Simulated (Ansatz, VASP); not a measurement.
One calculation of TiH, two programs

```xyz
2
Lattice="0.0000 1.9665 2.3598 1.9665 0.0000 2.3598 1.9665 1.9665 0.0000" Properties=species:S:1:pos:R:3 pbc="T T T"
Ti    0.0000    0.0000    0.0000
H     1.9665    1.9665    2.3598
```

Alike in both runs: task single point; functional LDA; k mesh 22 × 22 × 22; occupations gaussian, width 0.15 eV; no spin polarisation.

```csv
,VASP,Ansatz
version,VASP 6.6.1,Ansatz 0.2.0
potentials or method,"VASP PAW LDA potentials, release 64 (Ti_sv, H), cutoff 520 eV","scalar-relativistic, plane waves, PAW"
valence electrons in the cell,13,13
```

|  | VASP | Ansatz | Ansatz less VASP |
| --- | --- | --- | --- |
| gap on the k mesh at the Fermi level (eV) | none | none | - |
| pressure (GPa) | -6.7 | -6.8 | -0.12 |
| traceless stress, the component that is largest in VASP (GPa) | -3.77 | -3.67 | +0.095 |

LDA's correlation is that of Perdew and Zunger in VASP and of Perdew and Wang (1992) in Ansatz. A gap of «none» marks a metal or a gap that the smearing closes.
